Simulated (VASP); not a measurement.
Runs of VASP 6.6.1 on NiO. The structure is that of space group Fm-3m (No. 225), or close to it. The cells are those of the table. 

```tsv
task	cell	k mesh	cutoff (eV)	gap on the mesh (eV)	pressure (GPa)	moment (μB)
single point	a = 2.960 Å, angles 60.0°, 2 atoms	8 × 8 × 8	520	none	(a)	1.81
single point	a = 2.983 Å, angles 60.0°, 2 atoms	8 × 8 × 8	520	none	0.0	1.84
relaxation of cell and atoms	relaxed from a = 2.960 Å, angles 60.0°, 2 atoms	8 × 8 × 8	600	none	0.1	1.84
single point	a = 2.981 Å, angles 60.0°, 2 atoms	22 × 22 × 22	520	none	-0.5	(b)
```

Alike in all rows: level PBE; potentials or basis VASP PAW PBE potentials, release 64 (Ni, O); spin collinear, ferromagnetic start; smearing gaussian 0.1 eV.

Problem. Estimate the missing entries.

Solution. (a) 4.3; (b) 1.77.

Caveats: a cell with one magnetic atom can't hold antiferromagnetic order, which such compounds often take; semilocal functionals often make such compounds metallic where correlation or magnetic order opens a gap, which also shifts bond lengths.

A gap of «none» marks levels without a gap at the run's occupations.
